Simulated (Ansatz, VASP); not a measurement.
**AlCu: VASP beside Ansatz**

POSCAR

```
AlCu
1.0
    2.7202970089      0.0000000000      0.0000000000
    0.0000000000      2.7202970089      0.0000000000
    0.0000000000      0.0000000000      2.7202970089
Al Cu
1 1
Direct
    0.0000000000      0.0000000000      0.0000000000
    0.5000000000      0.5000000000      0.5000000000
```

File INCAR.step1:

```
SYSTEM = AlCu
ALGO     = Normal         ! electronic algorithm
EDIFF    = 1E-4           ! SCF threshold, eV
ENCUT    = 520            ! plane-wave cutoff, eV
GGA      = PE             ! functional
ISMEAR   = 0              ! smearing method
LASPH    = .True.         ! aspherical terms in the spheres
LCHARG   = .False.        ! write CHGCAR
LREAL    = .False.        ! projectors in reciprocal space
LWAVE    = .True.         ! write WAVECAR
NBANDS   = 14             ! bands
NELM     = 80             ! most SCF steps
PREC     = Accurate       ! precision mode
SIGMA    = 0.15           ! smearing width, eV
```

File INCAR.step2:

```
SYSTEM = AlCu
ALGO     = Normal         ! electronic algorithm
EDIFF    = 1E-6           ! SCF threshold, eV
ENCUT    = 520            ! plane-wave cutoff, eV
ISIF     = 2              ! what is computed and relaxed
ISMEAR   = 0              ! smearing method
ISTART   = 1            
LASPH    = .True.         ! aspherical terms in the spheres
LCHARG   = .False.        ! write CHGCAR
LMIXTAU  = .True.       
LREAL    = .False.        ! projectors in reciprocal space
LWAVE    = .False.        ! write WAVECAR
METAGGA  = R2SCAN         ! meta-GGA
NBANDS   = 14             ! bands
NELM     = 80             ! most SCF steps
PREC     = Accurate       ! precision mode
SIGMA    = 0.15           ! smearing width, eV
```

Contents of KPOINTS:

```
k-points
0
Gamma
  20 20 20
  0 0 0
```

Input for Ansatz:

```yaml
crystal:
  lattice:
    - [2.7202970089, 0.0, 0.0]
    - [0.0, 2.7202970089, 0.0]
    - [0.0, 0.0, 2.7202970089]
  atoms:
    - { symbol: Al, position: [0.0, 0.0, 0.0] }
    - { symbol: Cu, position: [0.5, 0.5, 0.5] }
basis:
  ecutwfc: 500
kpoints:
  mp_grid: { grid: [20, 20, 20] }
hamiltonian:
  xc: r2scan
scf:
  occupations: { method: gaussian, width: 0.15 }
output:
  forces: true
  stress: true
  eigenvalues: true
  write_density: true
  write_potential: true
  elf: true
  volumetric_format: npy
```

Change from the starting cell: strain -0.080 along x and y, -0.080 along z, atoms carried along.

Alike in both runs: task single point; functional r2SCAN; k mesh 20 × 20 × 20; occupations gaussian, width 0.15 eV; no spin polarisation.

|  | VASP | Ansatz |
| --- | --- | --- |
| version | VASP 6.6.1 | Ansatz 0.2.0 |
| potentials or method | VASP PAW PBE potentials, release 64 (Al, Cu), cutoff 520 eV | scalar-relativistic, plane waves, PAW |
| valence electrons in the cell | 14 | 22 |

Ansatz gave:

- gap on the k mesh at the Fermi level (eV): none
- pressure (GPa): 58.3

**Question.** Which values does VASP return?

**Answer.** gap on the k mesh at the Fermi level (eV): none; pressure (GPa): 57.9.

VASP's potentials were made for PBE, not for r2SCAN. A gap of «none» marks a metal or a gap that the smearing closes. Both programs put the cell under a high pressure, so it lies far from rest at this level. VASP's potentials hold 14 valence electrons a cell and Ansatz's 22, so a difference there can come from the potentials and not from the codes.
